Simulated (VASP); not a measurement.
# AlN (P1) in VASP: single point with PBE

Aim: the single point of AlN with PBE.

Everything below comes from runs of VASP 6.6.1. Logs are shortened: lines on timing, memory, paths and dates and some standing lists are left out, and cuts for length are marked.

### 1 The cell of the first run

The typed cell holds 4 atoms: a = 3.130 Å, b = 3.130 Å, c = 5.018 Å, α = 90.00°, β = 90.00°, γ = 120.00°.

### 2 Single point, PBE (atom 3 (N) moved +0.100 Å along Cartesian [1 1 0])

INCAR

```
ALGO = Normal ; EDIFF = 1E-6
ENCUT = 520 ; GGA = PE
ISIF = 2 ; ISMEAR = 0
LASPH = True ; LCHARG = False
LREAL = False ; LWAVE = False
NBANDS = 16 ; NELM = 60
PREC = Accurate ; SIGMA = 0.05
```

KPOINTS

```
k-points
0
Gamma
  12 12 6
```

POSCAR

```
AlN
1.0
    3.1302395629      0.0000000000      0.0000000000
   -1.5651197815      2.7108669814      0.0000000000
    0.0000000000      0.0000000000      5.0179796548
Al N
2 2
Direct
    0.3333333333      0.6666666667      0.0017287175
    0.6666666667      0.3333333333      0.5017287175
    0.3689649535      0.6927508230      0.3832712825
    0.6666666667      0.3333333333      0.8832712825
```

Potentials or basis: VASP PAW PBE potentials, release 64 (Al, N).

Command:

```console
> cat potpaw_PBE.64/Al/POTCAR potpaw_PBE.64/N/POTCAR > POTCAR
> mpirun -np 1 vasp_std > vasp.out
```

OUTCAR:

```text
EDIFF = 1E-6
   ENCUT = 520
   GGA = PE
   ISIF = 2
   ISMEAR = 0
   LASPH = True
   LREAL = False
   NELM = 60
   PREC = Accurate

 ion  position               nearest neighbor table
   1  0.333  0.667  0.002-   4 1.90   4 1.90   4 1.90   3 1.92   2 3.09   2 3.09   2 3.09   2 3.09
                             2 3.09   2 3.09
   2  0.667  0.333  0.502-   3 1.84   3 1.88   4 1.91   3 1.99   1 3.09   1 3.09   1 3.09   1 3.09
                             1 3.09   1 3.09
   3  0.369  0.693  0.383-   2 1.84   2 1.88   1 1.92   2 1.99
   4  0.667  0.333  0.883-   1 1.90   1 1.90   1 1.90   2 1.91

  LATTYP: Found a hexagonal cell.
 ALAT       =     3.1302395629
 C/A-ratio  =     1.6030656932

  Lattice vectors:

 A1 = (   3.1302395629,   0.0000000000,   0.0000000000)
 A2 = (  -1.5651197815,   2.7108669814,   0.0000000000)
 A3 = (   0.0000000000,   0.0000000000,   5.0179796548)

Analysis of symmetry for initial positions (statically):
=====================================================================
 Subroutine PRICEL returns:
 Original cell was already a primitive cell.

 Routine SETGRP: Setting up the symmetry group for a
 hexagonal supercell.

 Subroutine GETGRP returns: Found  1 space group operations
 (whereof  1 operations were pure point group operations)
 out of a pool of 24 trial point group operations.

The static configuration has the point symmetry C_1 .

Analysis of symmetry for dynamics (positions and initial velocities):
=====================================================================
 Subroutine PRICEL returns:
 Original cell was already a primitive cell.

 Routine SETGRP: Setting up the symmetry group for a
 hexagonal supercell.

 Subroutine GETGRP returns: Found  1 space group operations
 (whereof  1 operations were pure point group operations)
 out of a pool of 24 trial point group operations.

The dynamic configuration has the point symmetry C_1 .

 Subroutine INISYM returns: Found  1 space group operations
 (whereof  1 operations are pure point group operations),
 and found     1 'primitive' translations

----------------------------------------------------------------------------------------

                                     Primitive cell

  volume of cell :      42.5809

  direct lattice vectors                    reciprocal lattice vectors
[... 85 lines left out ...]
   ISPIN  =      1    spin polarized calculation?
   LNONCOLLINEAR =      F non collinear calculations
   LSORBIT =      F    spin-orbit coupling
   LASPH  =      T    aspherical Exc in radial PAW
   ENCUT  =  520.0 eV  38.22 Ry    6.18 a.u.   5.82  5.82  9.33*2*pi/ulx,y,z
   NELM   =     60;   NELMIN=  2; NELMDL= -5     # of ELM steps
   EDIFF  = 0.1E-05   stopping-criterion for ELM
   LREAL  =      F    real-space projection
   EDIFFG = 0.1E-04   stopping-criterion for IOM
   NSW    =      0    number of steps for IOM
   IBRION =     -1    ionic relax: 0-MD 1-quasi-New 2-CG
   NFREE  =      0    steps in history (QN), initial steepest desc. (CG)
   ISIF   =      2    stress and relaxation
   ISYM   =      2    0-nonsym 1-usesym 2-fastsym
   POTIM  = 0.5000    time-step for ionic-motion
   TEBEG  =    0.0;   TEEND  =   0.0 temperature during run
   PSTRESS=    0.0 pullay stress
   NELECT =      16.0000    total number of electrons
   NUPDOWN=      -1.0000    fix difference up-down
   EMIN   =  10.00;   EMAX   =-10.00  energy-range for DOS
   EFERMI =   0.00;   METHOD = LEGACY
   ISMEAR =     0;   SIGMA  =   0.05  broadening in eV -4-tet -1-fermi 0-gaus
   EFERMI_NEDOS =   21; number of points for ismear=-14 and -15
   IALGO  =     38    algorithm
   IMIX   =      4    mixing-type and parameters
     AMIX     =   0.40;   BMIX     =  1.00
     AMIX_MAG =   1.60;   BMIX_MAG =  1.00
  volume/ion in A,a.u.               =      10.65        71.84
  Fermi-wavevector in a.u.,A,eV,Ry     =   1.181345  2.232418 18.987951  1.395575
  Thomas-Fermi vector in A             =   2.317620
   LORBIT       =      0    0 simple, 1 ext, 2 COOP (PROOUT), +10 PAW based schemes
   GGA     = PE    functional components
   LHFCALC =     F    Hartree Fock is set to
   AEXX    =    0.0000 exact exchange contribution
   IVDW    =     0    specifies the selected vdW correction
   LEPSILON=     F    determine dielectric tensor
   LRPA    =     F    only Hartree local field effects (RPA)
 non-spin polarized calculation
 Gauss-broadening in eV      SIGMA  =   0.05
  energy-cutoff  :      520.00
  volume of cell :       42.58
 maximum number of plane-waves:      1170
   NGX = 11   NGY = 11   NGZ = 19

 number of electron      15.9999999 magnetization

 Free energy of the ion-electron system (eV)
  ---------------------------------------------------
  ext. energy  EPLUGINS =         0.00000000
  ---------------------------------------------------
  free energy    TOTEN  =       -29.71091520 eV

  energy without entropy =      -29.71091520  energy(sigma->0) =      -29.71091520

 E-fermi :   6.2378     XC(G=0): -10.8267

 val. band max:        6.0039060647   @ k =   0.0000   0.0000   0.0000
 cond. band min:       9.9909795725   @ k =   0.0000   0.0000   0.0000
 fundamental gap:      3.9870735079
 Fermi energy:         6.2377617893

 k-point     1 :       0.0000    0.0000    0.0000
  band No.  band energies     occupation
      1      -9.1055      2.00000
      2      -7.0229      2.00000
      3       0.0575      2.00000
      4       4.9643      2.00000
      5       5.2402      2.00000
      6       5.7261      2.00000
[... 433 lines left out ...]
      3       0.7730      2.00000
      4       3.0857      2.00000
      5       3.6135      2.00000
      6       4.6825      2.00000
[... 8 lines left out ...]
     15      18.0500      0.00000
     16      18.9638      0.00000

 [... further k-points ...]
[... 5 lines left out ...]
  --------------------------------------------------------------------------------------
  -------------------------------------------------------------------------------------
  Total       -0.5737881      0.8377364     -0.0098040     -0.6255423      0.3543447      0.2186532
  in kB      -21.5897416     31.5212380     -0.3688906    -23.5370797     13.3328161      8.2271940
  external PRESSURE =       3.1875353 kB  Pullay stress =       0.0000000 kB

 VOLUME and BASIS-vectors are now :
 -----------------------------------------------------------------------------
  energy-cutoff  :      520.00
  volume of cell :       42.58
      direct lattice vectors                 reciprocal lattice vectors
     3.130239563  0.000000000  0.000000000     0.319464367  0.184442838  0.000000000
    -1.565119781  2.710866981  0.000000000     0.000000000  0.368885676  0.000000000
     0.000000000  0.000000000  5.017979655     0.000000000  0.000000000  0.199283391

 POSITION                                       TOTAL-FORCE (eV/Angst)
 -----------------------------------------------------------------------------------
     -0.00000      1.80724      0.00867         0.105749      0.105586      0.021029
      1.56512      0.90362      2.51766         0.678797      0.921527      0.131748
      0.07071      1.87796      1.92325        -0.825694     -1.077026     -0.148942
      1.56512      0.90362      4.43224         0.041149      0.049913     -0.003836
 -----------------------------------------------------------------------------------
    total drift:                               -0.000167     -0.000246      0.000719

  FREE ENERGIE OF THE ION-ELECTRON SYSTEM (eV)
  ---------------------------------------------------
  free  energy   TOTEN  =       -29.7109151985 eV

  energy  without entropy=      -29.7109151985  energy(sigma->0) =      -29.71091520
```

OSZICAR:

```text
N       E                     dE             d eps       ncg     rms          rms(c)
DAV:   1     0.419351673704E+02    0.41935E+02   -0.72698E+03 13960   0.892E+02
DAV:   2    -0.308359230240E+02   -0.72771E+02   -0.66739E+02 19768   0.187E+02
DAV:   3    -0.343979531064E+02   -0.35620E+01   -0.35515E+01 17320   0.426E+01
DAV:   4    -0.344199774963E+02   -0.22024E-01   -0.22023E-01 17752   0.381E+00
DAV:   5    -0.344202697132E+02   -0.29222E-03   -0.29222E-03 17592   0.441E-01    0.121E+01
DAV:   6    -0.296972947117E+02    0.47230E+01   -0.10751E+01 17000   0.237E+01    0.413E+00
DAV:   7    -0.297232658635E+02   -0.25971E-01   -0.66307E-01 15392   0.572E+00    0.293E+00
DAV:   8    -0.297155421825E+02    0.77237E-02   -0.62911E-02 16576   0.231E+00    0.611E-01
DAV:   9    -0.297103638677E+02    0.51783E-02   -0.12475E-02 19216   0.824E-01    0.252E-01
DAV:  10    -0.297109972196E+02   -0.63335E-03   -0.23623E-03 15448   0.306E-01    0.135E-01
DAV:  11    -0.297109111019E+02    0.86118E-04   -0.19887E-04 16768   0.109E-01    0.299E-02
DAV:  12    -0.297109151608E+02   -0.40589E-05   -0.11069E-05 16304   0.264E-02    0.867E-03
DAV:  13    -0.297109151985E+02   -0.37720E-07   -0.41452E-06 15912   0.160E-02
   1 F= -.29710915E+02 E0= -.29710915E+02  d E =-.103226E-13
```

Wall time 2.5 min (1 thread of Intel Xeon Platinum 8259CL at 2.50GHz (Skylake/Cascade Lake), shared host); peak memory 0.35 GiB.

What came out:

| Item | Value |
| --- | --- |
| Free energy | -29.7109 eV |
| Pressure | 0.3 GPa |
| Largest force | 1.365 eV/Å |
| Band gap on the k mesh | 3.99 eV |

Forces on the atoms (eV/Å):
```
Al   0.106  0.106  0.021
Al   0.679  0.922  0.132
N   -0.826 -1.077 -0.149
N    0.041  0.050 -0.004
```

Levels at points of the mesh, in eV from the valence-band top:
```tsv
k point	band 4	band 5	band 6	band 7	band 8	band 9	band 10	band 11	band 12	band 13
(0.00, 0.00, 0.00)	-1.04	-0.76	-0.28	-0.22	0.00	3.99	6.46	10.36	10.87	11.13
(0.50, 0.00, 0.00)	-3.98	-3.46	-2.18	-1.55	-0.80	5.37	5.82	7.86	10.13	10.76
(0.00, 0.50, 0.00)	-4.30	-3.23	-2.05	-1.94	-0.66	5.65	5.97	8.05	9.99	10.73
(0.50, 0.50, 0.00)	-4.21	-3.30	-2.07	-1.83	-0.71	5.70	5.81	7.97	10.04	10.69
(0.00, 0.00, 0.50)	-3.34	-0.78	-0.58	-0.57	-0.37	6.23	6.26	10.09	10.13	11.15
(0.50, 0.00, 0.50)	-5.42	-1.65	-1.53	-1.48	-1.43	5.34	5.36	8.96	9.08	11.64
(0.00, 0.50, 0.50)	-5.58	-1.51	-1.39	-1.34	-1.23	5.09	5.11	9.07	9.17	11.41
(0.50, 0.50, 0.50)	-5.57	-1.55	-1.45	-1.37	-1.26	5.14	5.17	9.06	9.11	11.44
```

Caveat: the cell differs from its parent crystal (atom 3 (N) moved +0.100 Å along Cartesian [1 1 0]); the stress differs along the axes, from -2 to 3 GPa; forces of over 1 eV/Å act on the atoms, so gaps and moduli don't describe the material at rest. A k mesh can miss the band edges.
